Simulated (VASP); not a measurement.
Runs of VASP 6.6.1 on Be2C. The structure is that of space group Fm-3m (No. 225), or close to it. The cells are those of the table. 

```csv
task,level,potentials or basis,cell,gap on the mesh (eV),pressure (GPa),relaxed volume (Å³/atom)
single point,LDA,"VASP PAW LDA potentials, release 64 (Be, C)","a = 3.018 Å, angles 60.0°, 3 atoms",1.20,0.5,-
relaxation of cell and atoms,RPBE,"VASP PAW PBE potentials, release 64 (Be, C)","relaxed from a = 3.062 Å, angles 60.0°, 3 atoms",1.13,0.0,6.90
relaxation of cell and atoms,LDA,"VASP PAW LDA potentials, release 64 (Be, C)","relaxed from a = 3.062 Å, angles 60.0°, 3 atoms",1.20,0.0,(a)
single point,RPBE,"VASP PAW PBE potentials, release 64 (Be, C)","a = 3.082 Å, angles 60.0°, 3 atoms",1.13,0.1,-
```

Alike in all rows: no spin polarisation; k mesh 8 × 8 × 8; cutoff (eV) 600; smearing gaussian 0.01 eV.

Estimate the missing entries.

(a) 6.49.

Caveats: the PAW data sets were made with another functional, which shifts forces and pressure a little (at least some runs).

A k mesh can miss the band edges.
